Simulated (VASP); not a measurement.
Here is a VASP 6.6.1 calculation.

The input INCAR:

```
SYSTEM = Al8H
PREC     = Accurate       ! precision mode
ENCUT    = 520            ! plane-wave cutoff, eV
EDIFF    = 1E-6           ! SCF threshold, eV
ISMEAR   = 0              ! smearing method
SIGMA    = 0.1            ! smearing width, eV
LREAL    = Auto         
LASPH    = .True.         ! aspherical terms in the spheres
NELM     = 80             ! most SCF steps
ALGO     = Normal         ! electronic algorithm
ISIF     = 2              ! what is computed and relaxed
LWAVE    = .False.        ! write WAVECAR
LCHARG   = .False.        ! write CHGCAR
LDIPOL   = .True.       
IDIPOL   = 3            
DIPOL    = 0.5 0.5 0.291
GGA      = PE             ! functional
NBANDS   = 40             ! bands
```

File KPOINTS:

```
Automatic mesh
0
Gamma
  5 4 1
  0 0 0
```

POSCAR

```
Al8H
1.0
    5.7135165837      0.0000000000      0.0000000000
    0.0000000000      8.0801326415      0.0000000000
    0.0000000000      0.0000000000     22.2432786975
Al H
16 2
Direct
    0.2500000000      0.2500000000      0.1798296040
    0.2500000000      0.7500000000      0.1798296040
    0.7500000000      0.2500000000      0.1798296040
    0.7500000000      0.7500000000      0.1798296040
    0.0000000000      0.0000000000      0.2440458181
    0.0000000000      0.5000000000      0.2440458181
    0.5000000000      0.0000000000      0.2440458181
    0.5000000000      0.5000000000      0.2440458181
    0.2500000000      0.2500000000      0.3102598702
    0.2500000000      0.7500000000      0.3102598702
    0.7500000000      0.2500000000      0.3102598702
    0.7500000000      0.7500000000      0.3102598702
    0.0000000000      0.0000000000      0.3705963860
    0.0000000000      0.5000000000      0.3705963860
    0.5000000000      0.0000000000      0.3705963860
    0.5000000000      0.5000000000      0.3705963860
    0.2500000000      0.2097778880      0.4052135847
    0.2500000000      0.2902221120      0.4052135847
```

Potentials or basis: VASP PAW PBE potentials, release 64 (Al, H).

Run with:

```console
$ cat potpaw_PBE.64/Al/POTCAR potpaw_PBE.64/H/POTCAR > POTCAR
$ mpirun -np 1 vasp_std > vasp.out
```

What does it give for the largest force?

6.105 eV/Å.

Predict the band gap on the k mesh.

zero (bands 25 and 26 overlap by 0.49 eV).

Forces in eV/Å, atoms in the order of the input:
```
Al   0.000  0.000  0.211
Al   0.000  0.000  0.188
Al   0.000  0.000  0.220
Al   0.000  0.000  0.208
Al  -0.013 -0.019 -0.276
Al  -0.013  0.019 -0.276
Al   0.013 -0.019 -0.276
Al   0.013  0.019 -0.276
Al   0.000  0.000 -0.838
Al   0.000  0.000  0.015
Al   0.000  0.000  0.108
Al   0.000  0.000 -0.013
Al  -0.217 -0.382 -0.127
Al  -0.217  0.382 -0.127
Al   0.217 -0.382 -0.127
Al   0.217  0.382 -0.127
H    0.000 -6.057  0.757
H    0.000  6.057  0.757
```
